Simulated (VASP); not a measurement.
# Zn (P6_3/mmc) in VASP: single point with PBE+D3(BJ)

Aim: the single point of Zn with PBE+D3(BJ).

Everything below comes from runs of VASP 6.6.1. Logs are shortened: lines on timing, memory, paths and dates and some standing lists are left out, and cuts for length are marked.

## (1) The cell of the first run

Symmetry: P6_3/mmc, No. 194, hexagonal system. Conventional cell: a = 2.618 Å, b = 2.618 Å, c = 4.804 Å, α = 90.00°, β = 90.00°, γ = 120.00°. Within 3.5 Å of Zn (site symmetry -6m2) lie 12 Zn at 2.62 to 2.84 Å.

## (2) Single point, PBE+D3(BJ)

INCAR reads:

```
ALGO = Normal ; EDIFF = 1E-7
ENCUT = 520 ; GGA = PE
ISIF = 2 ; ISMEAR = 0
IVDW = 12 ; LASPH = True
LCHARG = False ; LREAL = False
LWAVE = False ; NBANDS = 19
NELM = 60 ; PREC = Accurate
SIGMA = 0.1
```

KPOINTS reads:

```
k-points
0
Gamma
  18 18 8
```

POSCAR reads:

```
Zn
1.0
    2.6177531899      0.0000000000      0.0000000000
   -1.3088765949      2.2670407633      0.0000000000
    0.0000000000      0.0000000000      4.8035762477
Zn
2
Direct
    0.3333333333      0.6666666667      0.2500000000
    0.6666666667      0.3333333333      0.7500000000
```

Potentials or basis: VASP PAW PBE potentials, release 64 (Zn).

Started as:

```sh
cat potpaw_PBE.64/Zn/POTCAR > POTCAR
mpirun -np 1 vasp_std > vasp.out
```

OUTCAR:

```text
EDIFF = 1E-7
   ENCUT = 520
   GGA = PE
   ISIF = 2
   ISMEAR = 0
   IVDW = 12
   LASPH = True
   LREAL = False
   NELM = 60
   PREC = Accurate
 IVDW          = 12

 ion  position               nearest neighbor table
   1  0.333  0.667  0.250-   2 2.84   2 2.84   2 2.84   2 2.84   2 2.84   2 2.84
   2  0.667  0.333  0.750-   1 2.84   1 2.84   1 2.84   1 2.84   1 2.84   1 2.84

  LATTYP: Found a hexagonal cell.
 ALAT       =     2.6177531899
 C/A-ratio  =     1.8349996731

  Lattice vectors:

 A1 = (   2.6177531899,   0.0000000000,   0.0000000000)
 A2 = (  -1.3088765949,   2.2670407633,   0.0000000000)
 A3 = (   0.0000000000,   0.0000000000,   4.8035762477)

Analysis of symmetry for initial positions (statically):
=====================================================================
 Subroutine PRICEL returns:
 Original cell was already a primitive cell.

 Routine SETGRP: Setting up the symmetry group for a
 hexagonal supercell.

 Subroutine GETGRP returns: Found 24 space group operations
 (whereof 12 operations were pure point group operations)
 out of a pool of 24 trial point group operations.

The static configuration has the point symmetry D_3d.
 The point group associated with its full space group is D_6h.

Analysis of symmetry for dynamics (positions and initial velocities):
=====================================================================
 Subroutine PRICEL returns:
 Original cell was already a primitive cell.

 Routine SETGRP: Setting up the symmetry group for a
 hexagonal supercell.

 Subroutine GETGRP returns: Found 24 space group operations
 (whereof 12 operations were pure point group operations)
 out of a pool of 24 trial point group operations.

The dynamic configuration has the point symmetry D_3d.
 The point group associated with its full space group is D_6h.

 Subroutine INISYM returns: Found 24 space group operations
 (whereof 12 operations are pure point group operations),
 and found     1 'primitive' translations

----------------------------------------------------------------------------------------

                                     Primitive cell

  volume of cell :      28.5071

  direct lattice vectors                    reciprocal lattice vectors
     2.617753190  0.000000000  0.000000000     0.382006984  0.220551835  0.000000000
    -1.308876595  2.267040763  0.000000000     0.000000000  0.441103670  0.000000000
     0.000000000  0.000000000  4.803576248     0.000000000  0.000000000  0.208178230

  length of vectors
     2.617753190  2.617753190  4.803576248     0.441103670  0.441103670  0.208178230

  position of ions in fractional coordinates (direct lattice)
     0.333333333  0.666666667  0.250000000
     0.666666667  0.333333333  0.750000000

  ion indices of the primitive-cell ions
   primitive index   ion index
                 1           1
                 2           2

----------------------------------------------------------------------------------------

 KPOINTS: k-points

Automatic generation of k-mesh.
 Grid dimensions read from file:
 generate k-points for:   18   18    8

 Generating k-lattice:

  Cartesian coordinates                     Fractional coordinates (reciprocal lattice)
     0.021222610  0.012252880  0.000000000     0.055555556 -0.000000000  0.000000000
     0.000000000  0.024505759  0.000000000     0.000000000  0.055555556  0.000000000
     0.000000000  0.000000000  0.026022279     0.000000000  0.000000000  0.125000000

  Length of vectors
     0.024505759  0.024505759  0.026022279

  Shift w.r.t. Gamma in fractional coordinates (k-lattice)
     0.000000000  0.000000000  0.000000000

 Subroutine IBZKPT returns following result:
 ===========================================

 Found    185 irreducible k-points:

 Following reciprocal coordinates:
            Coordinates               Weight
  0.000000  0.000000  0.000000      1.000000
  0.055556  0.000000  0.000000      6.000000
  0.111111  0.000000  0.000000      6.000000
  0.166667  0.000000  0.000000      6.000000
  0.222222  0.000000  0.000000      6.000000
  0.277778  0.000000  0.000000      6.000000
[... 16 lines left out ...]
  0.333333  0.111111  0.000000     12.000000
  0.388889  0.111111  0.000000     12.000000
 [... further k-points ...]
   k-points           NKPTS =    185   k-points in BZ     NKDIM =    185   number of bands    NBANDS=     19
   number of dos      NEDOS =    301   number of ions     NIONS =      2
   total plane-waves  NPLWV =  14400
   dimension x,y,z NGX =    20 NGY =   20 NGZ =   36
   dimension x,y,z NGXF=    40 NGYF=   40 NGZF=   72
   ions per type =               2
   NGX,Y,Z   is equivalent  to a cutoff of  12.70, 12.70, 12.46 a.u.
   NGXF,Y,Z  is equivalent  to a cutoff of  25.40, 25.40, 24.92 a.u.
 SYSTEM =  unknown system
   PREC   = accura    normal or accurate (medium, high low for compatibility)
   ISTART =      0    job   : 0-new  1-cont  2-samecut
   ICHARG =      2    charge: 1-file 2-atom 10-const
   ISPIN  =      1    spin polarized calculation?
   LNONCOLLINEAR =      F non collinear calculations
   LSORBIT =      F    spin-orbit coupling
   LASPH  =      T    aspherical Exc in radial PAW
   ENCUT  =  520.0 eV  38.22 Ry    6.18 a.u.   4.87  4.87  8.93*2*pi/ulx,y,z
   NELM   =     60;   NELMIN=  2; NELMDL= -5     # of ELM steps
   EDIFF  = 0.1E-06   stopping-criterion for ELM
   LREAL  =      F    real-space projection
   EDIFFG = 0.1E-05   stopping-criterion for IOM
   NSW    =      0    number of steps for IOM
   IBRION =     -1    ionic relax: 0-MD 1-quasi-New 2-CG
   NFREE  =      0    steps in history (QN), initial steepest desc. (CG)
   ISIF   =      2    stress and relaxation
   ISYM   =      2    0-nonsym 1-usesym 2-fastsym
   POTIM  = 0.5000    time-step for ionic-motion
   TEBEG  =    0.0;   TEEND  =   0.0 temperature during run
   PSTRESS=    0.0 pullay stress
   NELECT =      24.0000    total number of electrons
   NUPDOWN=      -1.0000    fix difference up-down
   EMIN   =  10.00;   EMAX   =-10.00  energy-range for DOS
   EFERMI =   0.00;   METHOD = LEGACY
   ISMEAR =     0;   SIGMA  =   0.10  broadening in eV -4-tet -1-fermi 0-gaus
   EFERMI_NEDOS =   21; number of points for ismear=-14 and -15
   IALGO  =     38    algorithm
   IMIX   =      4    mixing-type and parameters
     AMIX     =   0.40;   BMIX     =  1.00
     AMIX_MAG =   1.60;   BMIX_MAG =  1.00
  volume/ion in A,a.u.               =      14.25        96.19
  Fermi-wavevector in a.u.,A,eV,Ry     =   1.545827  2.921190 32.512242  2.389582
  Thomas-Fermi vector in A             =   2.651151
   LORBIT       =      0    0 simple, 1 ext, 2 COOP (PROOUT), +10 PAW based schemes
   GGA     = PE    functional components
   LHFCALC =     F    Hartree Fock is set to
   AEXX    =    0.0000 exact exchange contribution
   IVDW    =    12    specifies the selected vdW correction
   LEPSILON=     F    determine dielectric tensor
   LRPA    =     F    only Hartree local field effects (RPA)
 non-spin polarized calculation
 Gauss-broadening in eV      SIGMA  =   0.10
  energy-cutoff  :      520.00
  volume of cell :       28.51
 maximum number of plane-waves:       786
 NGX is ok and might be reduce to    20
   NGX =  9   NGY =  9   NGZ = 17

 number of electron      24.0000035 magnetization

 Free energy of the ion-electron system (eV)
  ---------------------------------------------------
  ext. energy  EPLUGINS =         0.00000000
  ---------------------------------------------------
  free energy    TOTEN  =        -2.18545636 eV

  energy without entropy =       -2.18317788  energy(sigma->0) =       -2.18431712

 E-fermi :   3.7352     XC(G=0): -11.8978

 val. band max:        3.7244363065   @ k =   0.3333   0.3333   0.1250
 cond. band min:       3.7380393584   @ k =   0.3333   0.2778   0.1250
 fundamental gap:      0.0136030519
 Fermi energy:         3.7351819215

 k-point     1 :       0.0000    0.0000    0.0000
  band No.  band energies     occupation
      1      -7.3380      2.00000
      2      -5.3014      2.00000
      3      -4.5069      2.00000
      4      -4.2641      2.00000
      5      -4.2641      2.00000
      6      -4.2039      2.00000
[... 11 lines left out ...]
     18      23.2595      0.00000
     19      23.3149      0.00000

 k-point     2 :       0.0556    0.0000    0.0000
  band No.  band energies     occupation
      1      -7.2429      2.00000
      2      -5.2583      2.00000
      3      -4.4972      2.00000
      4      -4.2738      2.00000
      5      -4.2404      2.00000
      6      -4.2150      2.00000
[... 11 lines left out ...]
     18      22.4731      0.00000
     19      24.2879      0.00000

 k-point     3 :       0.1111    0.0000    0.0000
  band No.  band energies     occupation
      1      -6.9614      2.00000
      2      -5.1403      2.00000
      3      -4.4764      2.00000
      4      -4.2948      2.00000
      5      -4.2374      2.00000
      6      -4.1716      2.00000
[... 11 lines left out ...]
     18      21.9445      0.00000
     19      23.7098      0.00000

 k-point     4 :       0.1667    0.0000    0.0000
  band No.  band energies     occupation
      1      -6.5077      2.00000
      2      -4.9865      2.00000
      3      -4.4638      2.00000
      4      -4.3254      2.00000
      5      -4.2137      2.00000
      6      -4.1288      2.00000
[... 407 lines left out ...]
     18      18.0662      0.00000
     19      19.0259      0.00000

 k-point    23 :       0.3333    0.1111    0.0000
  band No.  band energies     occupation
      1      -4.9276      2.00000
      2      -4.8472      2.00000
      3      -4.7330      2.00000
      4      -4.2479      2.00000
      5      -4.1693      2.00000
      6      -4.1034      2.00000
[... 11 lines left out ...]
     18      17.5653      0.00000
     19      18.6094      0.00000

 k-point    24 :       0.3889    0.1111    0.0000
  band No.  band energies     occupation
      1      -4.9690      2.00000
      2      -4.8671      2.00000
      3      -4.7851      2.00000
      4      -4.2627      2.00000
      5      -4.1472      2.00000
      6      -4.1158      2.00000
[... 11 lines left out ...]
     18      17.2562      0.00000
     19      18.3566      0.00000

 [... further k-points ...]

------------------------ aborting loop because EDIFF is reached ----------------------------------------

 Edisp (eV)   -0.86010

 E8    (eV) :    -0.3619

  FORCE on cell =-STRESS in cart. coord.  units (eV):
  Direction    XX          YY          ZZ          XY          YZ          ZX
  --------------------------------------------------------------------------------------
  -------------------------------------------------------------------------------------
  Total       0.08212     0.08212     0.05211     0.00000    -0.00000     0.00000
  in kB       4.61559     4.61559     2.92865     0.00000    -0.00000     0.00000
  external pressure =        4.05 kB  Pullay stress =        0.00 kB

 VOLUME and BASIS-vectors are now :
 -----------------------------------------------------------------------------
  energy-cutoff  :      520.00
  volume of cell :       28.51
      direct lattice vectors                 reciprocal lattice vectors
     2.617753190  0.000000000  0.000000000     0.382006984  0.220551835  0.000000000
    -1.308876595  2.267040763  0.000000000     0.000000000  0.441103670  0.000000000
     0.000000000  0.000000000  4.803576248     0.000000000  0.000000000  0.208178230

 POSITION                                       TOTAL-FORCE (eV/Angst)
 -----------------------------------------------------------------------------------
     -0.00000      1.51136      1.20089        -0.000000      0.000000      0.000000
      1.30888      0.75568      3.60268         0.000000     -0.000000      0.000000
 -----------------------------------------------------------------------------------
    total drift:                               -0.000000      0.000000      0.000000

  FREE ENERGIE OF THE ION-ELECTRON SYSTEM (eV)
  ---------------------------------------------------
  free  energy   TOTEN  =        -3.0455596511 eV

  energy  without entropy=       -3.0432811685  energy(sigma->0) =       -3.04442041
```

Run time: 31 s. Hardware: 1 thread of Intel Xeon 6975P-C (Granite Rapids), shared host; peak memory 0.21 GiB.

Results:

```
Free energy                : -3.0456 eV
Pressure                   : 0.4 GPa
Band gap on the k mesh     : zero (bands 12 and 13 overlap by 4.45 eV)
Dispersion energy per atom : -0.430 eV
```

Stress tensor (GPa, compression positive):
```
0.46 0.00 0.00
0.00 0.46 0.00
0.00 0.00 0.29
```

Levels at points of the mesh, in eV from the Fermi level:
```csv
k point,band 9,band 10,band 11,band 12,band 13,band 14,band 15,band 16
"(0.00, 0.00, 0.00)",-7.59,-7.34,-7.34,-4.06,-2.99,14.49,17.91,17.91
"(0.50, 0.00, 0.00)",-7.16,-7.13,-3.23,-2.40,2.73,3.47,4.42,5.74
"(0.00, 0.00, 0.50)",-7.44,-7.44,-7.44,-7.44,4.89,4.89,19.31,19.31
"(0.50, 0.00, 0.50)",-7.14,-7.14,-2.23,-2.23,0.08,0.08,10.59,10.59
```
